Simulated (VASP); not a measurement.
# C in VASP: notebook, part 2 of 2

VASP 6.6.1.

### Step 3. Single point, LDA (atom 1 (C) moved by (+0.200, +0.000) A along [1 1 0] and z)

File INCAR:

```
ALGO = Normal ; EDIFF = 1E-6
ENCUT = 520 ; ISIF = 2
ISMEAR = 0 ; LASPH = True
LCHARG = False ; LREAL = False
LWAVE = False ; NBANDS = 11
NELM = 80 ; PREC = Accurate
SIGMA = 0.15
```

File KPOINTS:

```
k-points
0
Gamma
  24 24 6
```

File POSCAR:

```
C
1.0
    2.4561701622      0.0000000000      0.0000000000
   -1.2280850811      2.1271057565      0.0000000000
    0.0000000000      0.0000000000      8.5238033600
C
2
Direct
    0.4241540011      0.7331520099      0.0000000000
    0.6666666667      0.3333333333      0.0000000000
```

Potentials or basis: VASP PAW LDA potentials, release 64 (C).

Command:

```bash
> cat potpaw_LDA.64/C/POTCAR > POTCAR
> mpirun -np 1 vasp_std > vasp.out
```

It took 13 min on 1 thread of AMD EPYC 7R43 (Zen 3), shared host; peak memory 0.46 GiB.

It converged, with:

```
Free energy            : -19.2188 eV
Largest force          : 8.776 eV/Å
Band gap on the k mesh : zero (bands 4 and 5 overlap by 0.37 eV)
```

Forces in eV/Å, atoms in the order of the input:
```
C   -4.719 -7.399  0.000
C    4.719  7.399  0.000
```

Levels at points of the mesh, in eV from the Fermi level:
```tsv
k point	band 2	band 3	band 4	band 5	band 6	band 7
(0.00, 0.00, 0.00)	-7.85	-5.89	0.24	3.09	4.51	5.39
(0.50, 0.00, 0.00)	-11.96	-7.95	-3.64	3.77	7.02	10.93
(0.00, 0.50, 0.00)	-13.79	-5.35	-1.46	0.06	6.87	10.86
(0.50, 0.50, 0.00)	-13.59	-5.48	-2.28	1.16	5.85	11.00
(0.00, 0.00, 0.50)	-7.85	-5.89	0.24	3.72	3.97	4.51
(0.50, 0.00, 0.50)	-11.96	-7.95	-3.64	3.77	7.02	11.34
(0.00, 0.50, 0.50)	-13.79	-5.35	-1.46	0.06	6.87	11.22
(0.50, 0.50, 0.50)	-13.59	-5.48	-2.28	1.16	5.85	11.44
```

Caveat: the cell differs from its parent crystal (atom 1 (C) moved by (+0.200, +0.000) A along [1 1 0] and z).

### Step 4. Single point, LDA (atom 1 (C) moved by (-0.200, -0.100) A along [1 1 0] and z)

File INCAR:

```
  ALGO = Normal
  EDIFF = 1E-7
  ENCUT = 520
  GGA = CA
  ISIF = 2
  ISMEAR = 0
  LASPH = T
  LCHARG = F
  LREAL = F
  LWAVE = F
  NBANDS = 11
  NELM = 60
  PREC = Accurate
  SIGMA = 0.15
```

KPOINTS is that of step 3.

Edit POSCAR of step 3 so:

```diff
@@ -8,3 +8,3 @@
 Direct
-    0.4241540011      0.7331520099      0.0000000000
+    0.2425126655      0.6001813235     -0.0117318521
     0.6666666667      0.3333333333      0.0000000000
```

Potentials or basis: VASP PAW LDA potentials, release 64 (C).

Command:

```bash
> cat potpaw_LDA.64/C/POTCAR > POTCAR
> mpirun -np 1 vasp_std > vasp.out
```

OUTCAR:

```text
EDIFF = 1E-7
   ENCUT = 520
   GGA = CA
   ISIF = 2
   ISMEAR = 0
   LASPH = T
   LREAL = F
   NELM = 60
   PREC = Accurate

 ion  position               nearest neighbor table
   1  0.243  0.600  0.988-   2 1.23   2 1.49   2 1.57
   2  0.667  0.333  0.000-   1 1.23   1 1.49   1 1.57

  LATTYP: Found a hexagonal cell.
 ALAT       =     2.4561701622
 C/A-ratio  =     3.4703635323

  Lattice vectors:

 A1 = (   2.4561701622,   0.0000000000,   0.0000000000)
 A2 = (  -1.2280850811,   2.1271057565,   0.0000000000)
 A3 = (   0.0000000000,   0.0000000000,   8.5238033600)

Analysis of symmetry for initial positions (statically):
=====================================================================
 Subroutine PRICEL returns:
 Original cell was already a primitive cell.

 Routine SETGRP: Setting up the symmetry group for a
 hexagonal supercell.

 Subroutine GETGRP returns: Found  2 space group operations
 (whereof  1 operations were pure point group operations)
 out of a pool of 24 trial point group operations.

The static configuration has the point symmetry C_1 .
[... 173 lines left out ...]
      2      -8.6730      2.00000
      3      -6.4450      2.00000
      4      -0.6707      0.00018
      5       2.1951      0.00000
      6       3.6818      0.00000
      7       4.5446      0.00000
      8       6.0739      0.00000
      9       9.9646      0.00000
     10      10.8649      0.00000
     11      12.7247      0.00000
[... 309 lines left out ...]
 k-point    24 :       0.0000    0.3333    0.0000
  band No.  band energies     occupation
      1     -17.7534      2.00000
      2     -10.1413      2.00000
      3      -7.0765      2.00000
      4      -5.9382      2.00000
      5       4.5999      0.00000
      6       5.5130      0.00000
      7       5.9973      0.00000
      8       8.1576      0.00000
      9       9.7926      0.00000
     10      14.4469      0.00000
     11      14.7561      0.00000

 [... further k-points ...]

------------------------ aborting loop because EDIFF is reached ----------------------------------------

  FORCE on cell =-STRESS in cart. coord.  units (eV):
  Direction    XX          YY          ZZ          XY          YZ          ZX
  --------------------------------------------------------------------------------------
  -------------------------------------------------------------------------------------
  Total        5.0602183      0.6813255     -0.1388867      2.7144498     -0.7323782     -1.0152732
  in kB      182.0534348     24.5123130     -4.9967790     97.6588137    -26.3490547    -36.5268771
  external PRESSURE =      67.1896563 kB  Pullay stress =       0.0000000 kB

 VOLUME and BASIS-vectors are now :
 -----------------------------------------------------------------------------
  energy-cutoff  :      520.00
  volume of cell :       44.53
      direct lattice vectors                 reciprocal lattice vectors
     2.456170162  0.000000000  0.000000000     0.407137916  0.235061185  0.000000000
    -1.228085081  2.127105756  0.000000000     0.000000000  0.470122370  0.000000000
     0.000000000  0.000000000  8.523803360     0.000000000  0.000000000  0.117318521

 POSITION                                       TOTAL-FORCE (eV/Angst)
 -----------------------------------------------------------------------------------
     -0.14142      1.27665      8.42380        10.151197      7.323120      1.234835
      1.22809      0.70904      0.00000       -10.151197     -7.323120     -1.234835
 -----------------------------------------------------------------------------------
    total drift:                                0.000010      0.000004     -0.000004

  FREE ENERGIE OF THE ION-ELECTRON SYSTEM (eV)
  ---------------------------------------------------
  free  energy   TOTEN  =       -18.8950202432 eV

  energy  without entropy=      -18.8936217355  energy(sigma->0) =      -18.89432099
```

OSZICAR:

```text
N       E                     dE             d eps       ncg     rms          rms(c)
DAV:   1     0.228408725407E+02    0.22841E+02   -0.36971E+03 38256   0.583E+02
DAV:   2    -0.188224860416E+02   -0.41663E+02   -0.39826E+02 51197   0.132E+02
DAV:   3    -0.207291899236E+02   -0.19067E+01   -0.18916E+01 48685   0.277E+01
DAV:   4    -0.207487942961E+02   -0.19604E-01   -0.19597E-01 51521   0.346E+00
DAV:   5    -0.207489509248E+02   -0.15663E-03   -0.15662E-03 48067   0.266E-01    0.737E+00
DAV:   6    -0.193546685368E+02    0.13943E+01   -0.13162E+00 45133   0.703E+00    0.408E+00
DAV:   7    -0.189046978089E+02    0.44997E+00   -0.14398E+00 47484   0.725E+00    0.118E+00
DAV:   8    -0.188959457980E+02    0.87520E-02   -0.50732E-02 46683   0.145E+00    0.219E-01
DAV:   9    -0.188938356986E+02    0.21101E-02   -0.30718E-03 49030   0.355E-01    0.145E-01
DAV:  10    -0.188933851177E+02    0.45058E-03   -0.15392E-03 43053   0.188E-01    0.141E-01
DAV:  11    -0.188937310999E+02   -0.34598E-03   -0.57396E-04 42953   0.119E-01    0.413E-02
DAV:  12    -0.188949382439E+02   -0.12071E-02   -0.15532E-04 40396   0.736E-02    0.238E-02
DAV:  13    -0.188949367031E+02    0.15408E-05   -0.10226E-05 45181   0.200E-02    0.778E-03
DAV:  14    -0.188950162645E+02   -0.79561E-04   -0.15888E-05 39851   0.200E-02    0.803E-03
DAV:  15    -0.188950179270E+02   -0.16624E-05   -0.26547E-07 46304   0.336E-03    0.245E-03
DAV:  16    -0.188950202249E+02   -0.22979E-05   -0.14651E-07 40121   0.140E-03    0.521E-04
DAV:  17    -0.188950202432E+02   -0.18281E-07   -0.31862E-09 47311   0.346E-04
   1 F= -.18895020E+02 E0= -.18894321E+02  d E =-.139851E-02
```

It took 5.4 min on 1 thread of Intel Xeon 6975P-C (Granite Rapids), shared host; peak memory 0.69 GiB.

Results:

```yaml
Free_energy: -18.8950 eV
Largest_force: 12.578 eV/Å
Band_gap_on_the_k_mesh: zero (bands 4 and 5 overlap by 0.77 eV)
```

Forces in eV/Å, atoms in the order of the input:
```
C    10.151   7.323   1.235
C   -10.151  -7.323  -1.235
```

Caveat: the cell differs from its parent crystal (atom 1 (C) moved by (-0.200, -0.100) A along [1 1 0] and z).

### Step 5. Single point, LDA (atom 1 (C) moved by (+0.200, -0.100) A along [1 1 0] and z)

File INCAR:

```
  PREC = Accurate
  ENCUT = 520
  EDIFF = 1E-6
  ISMEAR = 0
  SIGMA = 0.15
  LREAL = False
  LASPH = True
  NELM = 80
  ALGO = Normal
  ISIF = 2
  LWAVE = False
  LCHARG = False
  GGA = CA
  NBANDS = 11
```

File KPOINTS:

```
regular mesh
0
Gamma
  24 24 6
```

Edit POSCAR of step 4 so:

```diff
@@ -8,3 +8,3 @@
 Direct
-    0.2425126655      0.6001813235     -0.0117318521
+    0.4241540011      0.7331520099     -0.0117318521
     0.6666666667      0.3333333333      0.0000000000
```

Command:

```bash
> cat potpaw_LDA.64/C/POTCAR > POTCAR
> mpirun -np 1 vasp_std > vasp.out
```

Wall time 4.5 min (1 thread of Intel Xeon 6975P-C (Granite Rapids), shared host); peak memory 0.69 GiB.

Results (log left out):

| Property | Result |
| --- | --- |
| Free energy | -19.1507 eV |
| Largest force | 8.629 eV/Å |
| Band gap on the k mesh | zero (bands 4 and 5 overlap by 0.43 eV) |

Forces on the atoms (eV/Å):
```
C   -4.585 -7.182  1.365
C    4.585  7.182 -1.365
```

Levels at points of the mesh, in eV from the Fermi level:
```
           k point  band 1  band 2  band 3  band 4  band 5  band 6  band 7  band 8  band 9
(0.00, 0.00, 0.00)  -19.45   -7.82   -5.78    0.29    3.04    4.52    5.41    6.89   11.60
(0.50, 0.00, 0.00)  -14.69  -11.93   -7.85   -3.61    3.64    7.02   10.86   11.25   12.37
(0.00, 0.50, 0.00)  -14.34  -13.77   -5.28   -1.48    0.03    6.87   10.87   11.06   12.68
(0.50, 0.50, 0.00)  -14.36  -13.55   -5.41   -2.27    1.10    5.84   10.99   11.04   12.71
(0.00, 0.00, 0.50)  -19.45   -7.83   -5.78    0.29    3.64    3.98    4.53    8.94   10.40
(0.50, 0.00, 0.50)  -14.69  -11.93   -7.85   -3.61    3.64    7.02   11.12   11.78   11.98
(0.00, 0.50, 0.50)  -14.34  -13.77   -5.28   -1.48    0.03    6.87   11.22   11.45   11.94
(0.50, 0.50, 0.50)  -14.36  -13.55   -5.41   -2.27    1.10    5.84   11.35   11.47   11.98
```

Caveat: the cell differs from its parent crystal (atom 1 (C) moved by (+0.200, -0.100) A along [1 1 0] and z).

### Step 6. Overview

```tsv
cell	gap on the mesh (eV)	largest force (eV/Å)
as given, atomic positions A	none	12.84
as given, atomic positions B	none	8.78
as given, atomic positions C	none	12.58
as given, atomic positions D	none	8.63
```

Alike in all rows: task single point; level LDA; potentials or basis VASP PAW LDA potentials, release 64 (C); no spin polarisation; k mesh 24 × 24 × 6; cutoff (eV) 520; smearing gaussian 0.15 eV.

Total energies depend on the potentials used, so only differences within one code and one set of settings carry meaning.
